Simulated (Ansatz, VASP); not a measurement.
# Ti3Al in VASP and in Ansatz

File INCAR:

```
SYSTEM = Ti3Al
  ALGO = Normal
  EDIFF = 1E-7
  EDIFFG = -0.001
  ENCUT = 500
  GGA = CA
  GGA_COMPAT = .FALSE.
  IBRION = 2
  ISIF = 3
  ISMEAR = -1
  LASPH = .TRUE.
  LCHARG = .FALSE.
  LREAL = .FALSE.
  LWAVE = .FALSE.
  NELM = 120
  NELMIN = 4
  NSW = 80
  PREC = Accurate
  SIGMA = 0.15
```

Contents of KPOINTS:

```
k-points
0
G
  9 9 8
  0 0 0
```

The input POSCAR:

```
Ti3Al
1.0
    5.6158743717      0.0000000000      0.0000000000
   -2.8079371858      4.8634898703      0.0000000000
    0.0000000000      0.0000000000      4.5663285857
Ti Al
6 2
Direct
    0.8302520598      0.6605041197      0.2500000000
    0.1697479402      0.8302520598      0.7500000000
    0.3394958803      0.1697479402      0.2500000000
    0.1697479402      0.3394958803      0.7500000000
    0.8302520598      0.1697479402      0.2500000000
    0.6605041197      0.8302520598      0.7500000000
    0.3333333333      0.6666666667      0.2500000000
    0.6666666667      0.3333333333      0.7500000000
```

Input for Ansatz:

```yaml
crystal:
  lattice:
    - [5.6158743717, 0.0, 0.0]
    - [-2.8079371858, 4.8634898703, 0.0]
    - [0.0, 0.0, 4.5663285857]
  atoms:
    - { symbol: Ti, position: [0.8302520598, 0.6605041197, 0.25] }
    - { symbol: Ti, position: [0.1697479402, 0.8302520598, 0.75] }
    - { symbol: Ti, position: [0.3394958803, 0.1697479402, 0.25] }
    - { symbol: Ti, position: [0.1697479402, 0.3394958803, 0.75] }
    - { symbol: Ti, position: [0.8302520598, 0.1697479402, 0.25] }
    - { symbol: Ti, position: [0.6605041197, 0.8302520598, 0.75] }
    - { symbol: Al, position: [0.3333333333, 0.6666666667, 0.25] }
    - { symbol: Al, position: [0.6666666667, 0.3333333333, 0.75] }
basis:
  ecutwfc: 420
kpoints:
  mp_grid: { grid: [9, 9, 8] }
hamiltonian:
  xc: lda
  pseudopotentials: { kind: paw, azcp: { folder: soft_1 } }
scf:
  occupations: { method: fermi_dirac, width: 0.15 }
output:
  forces: true
  stress: true
  eigenvalues: true
relax:
  adjacent_minimum: "off"
  f_tol: 0.001
  max_steps: 60
  cell: { stress_tol: 0.01 }
```

Alike in both runs: task relaxation of cell and atoms; functional LDA; k mesh 9 × 9 × 8; occupations fermi-dirac, width 0.15 eV; no spin polarisation.

|  | VASP | Ansatz |
| --- | --- | --- |
| version | VASP 6.6.1 | Ansatz 0.2.0 |
| potentials or method | VASP PAW LDA potentials, release 64 (Ti_sv, Al), cutoff 500 eV | scalar-relativistic, plane waves, PAW |
| valence electrons in the cell | 78 | 78 |

Ansatz gave:

* gap on the k mesh at the Fermi level, each at its own relaxed structure (eV): none
* relaxed volume (Å³/atom): 15.64
* relaxed cell length with the largest relative difference (Å): 4.566

Task: Estimate VASP's values.

Result: gap on the k mesh at the Fermi level, each at its own relaxed structure (eV): none; relaxed volume (Å³/atom): 15.64; relaxed cell length with the largest relative difference (Å): 4.567.

Ansatz warns that its potentials were made for another functional, while VASP's fit it. LDA's correlation is that of Perdew and Zunger in VASP and of Perdew and Wang (1992) in Ansatz. A gap of «none» marks a metal or a gap that the smearing closes.
